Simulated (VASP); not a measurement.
Wanted: the native input for a VASP 6.6.1 run.

```yaml
Task: electric field gradients
Functional: r2SCAN
Potentials_or_basis: VASP PAW PBE potentials, release 64 (Ta_sv_GW, C)
Cutoff: 580 eV
k_mesh: 16 × 16 × 16
Occupations: fermi-dirac, width 0.05 eV
Spin: no spin polarisation
Dipole_correction: no
Further_INCAR_settings: ALGO = Normal; EDIFF = 1e-08; NBANDS = 16
```

The system is TaC.

```
Ta C
1.0
     0.00000    2.22700    2.22700
     2.22700    0.00000    2.22700
     2.22700    2.22700    0.00000
Ta C
1 1
Direct
  0.00000 0.00000 0.00000
  0.50000 0.50000 0.50000
```

The input as run:

POSCAR

```
TaC
1.0
    0.0000000000      2.2270000000      2.2270000000
    2.2270000000      0.0000000000      2.2270000000
    2.2270000000      2.2270000000      0.0000000000
Ta C
1 1
Direct
    0.0000000000      0.0000000000      0.0000000000
    0.5000000000      0.5000000000      0.5000000000
```

INCAR.step1

```
PREC     = Accurate       # precision mode
ENCUT    = 580            # plane-wave cutoff, eV
ISMEAR   = -1             # smearing method
SIGMA    = 0.05           # smearing width, eV
LREAL    = F              # projectors in reciprocal space
LASPH    = T              # aspherical terms in the spheres
NELM     = 120            # most SCF steps
NBANDS   = 16             # bands
GGA      = PE             # functional
ALGO     = Normal         # electronic algorithm
EDIFF    = 1E-5           # SCF threshold, eV
LWAVE    = T              # write WAVECAR
LCHARG   = F              # write CHGCAR
GGA_COMPAT= F
```

INCAR.step2

```
PREC     = Accurate       # precision mode
ENCUT    = 580            # plane-wave cutoff, eV
EDIFF    = 1E-8           # SCF threshold, eV
ISMEAR   = -1             # smearing method
SIGMA    = 0.05           # smearing width, eV
LREAL    = F              # projectors in reciprocal space
LASPH    = T              # aspherical terms in the spheres
NELM     = 120            # most SCF steps
ALGO     = Normal         # electronic algorithm
ISIF     = 2              # what is computed and relaxed
LWAVE    = F              # write WAVECAR
LCHARG   = F              # write CHGCAR
METAGGA  = R2SCAN         # meta-GGA
LMIXTAU  = T            
LEFG     = T            
NBANDS   = 16             # bands
ISTART   = 1            
GGA_COMPAT= F
```

KPOINTS

```
Automatic mesh
0
Gamma
  16 16 16
```

Potentials or basis: VASP PAW PBE potentials, release 64 (Ta_sv_GW, C).

Launch:

```sh
$ cat potpaw_PBE.64/Ta_sv_GW/POTCAR potpaw_PBE.64/C/POTCAR > POTCAR
$ cp INCAR.step1 INCAR
$ mpirun -np 1 vasp_std > vasp.out
$ cp INCAR.step2 INCAR
$ mpirun -np 1 vasp_std > vasp.out
```

Results of the run:

```json
{"Pressure": "1.6 GPa", "Band gap on the k mesh": "zero (an odd number of electrons rules out a gap without spin polarisation)", "Largest electric field gradient by atom": "under 0.05 V/Å² on every atom"}
```

Caveat: the PAW data sets were made with another functional, which shifts forces and pressure a little; spin-orbit coupling is left out, which moves the levels of the heavy elements; an odd number of electrons without spin polarisation forces a metal; a magnetic or distorted state may lie lower.

It took 8.8 min on 1 thread of AMD EPYC 7R43 64-Core Processor (Zen 3), on a shared host, peak memory 0.19 GiB.
